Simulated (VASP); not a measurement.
AlNi3, 4 atoms in the cell. The structure is orthorhombic, space group Fmmm (No. 69). Conventional cell: a = 4.757 Å, b = 5.597 Å, c = 6.436 Å, α = 90.00°, β = 90.00°, γ = 90.00°. Al (site symmetry mmm) has 14 Ni at 2.38 to 3.22 Å within 3.3 Å. Within 3.3 Å of Ni (site symmetry 222) lie 10 Ni at 2.38 to 3.22 Å and 4 Al at 2.44 Å. Within 3.3 Å of Ni (site symmetry mmm) lie 6 Al at 2.38 to 3.22 Å and 8 Ni at 2.44 Å.  This cell differs from its parent crystal: strain -0.1500 x Voigt [1, -1, 0, 0, 0, 0].

| Property | Result |
| --- | --- |
| Program | VASP 6.6.1 |
| Task | single point |
| Functional | PBEsol |
| Potentials or basis | VASP PAW PBE potentials, release 64 (Al, Ni) |
| Cutoff | 520 eV |
| k mesh | 14 × 14 × 14 |
| Occupations | gaussian, width 0.15 eV |
| Spin | no spin polarisation |
| Dipole correction | no |
| Further INCAR settings | ALGO = Fast; EDIFF = 1e-07; NBANDS = 24 |

Potentials or basis: VASP PAW PBE potentials, release 64 (Al, Ni).

Command:

```console
$ cat potpaw_PBE.64/Al/POTCAR potpaw_PBE.64/Ni/POTCAR > POTCAR
$ mpirun -np 1 vasp_std > vasp.out
```

Hardware: 1 thread of Intel(R) Xeon(R) 6975P-C (Granite Rapids), with other jobs on the host.

How long does it take, and how much memory?

It took 3.5 min on 1 thread of Intel(R) Xeon(R) 6975P-C (Granite Rapids) (shared host), peak memory 0.46 GiB. Counts: scf iterations 17, k points 428.
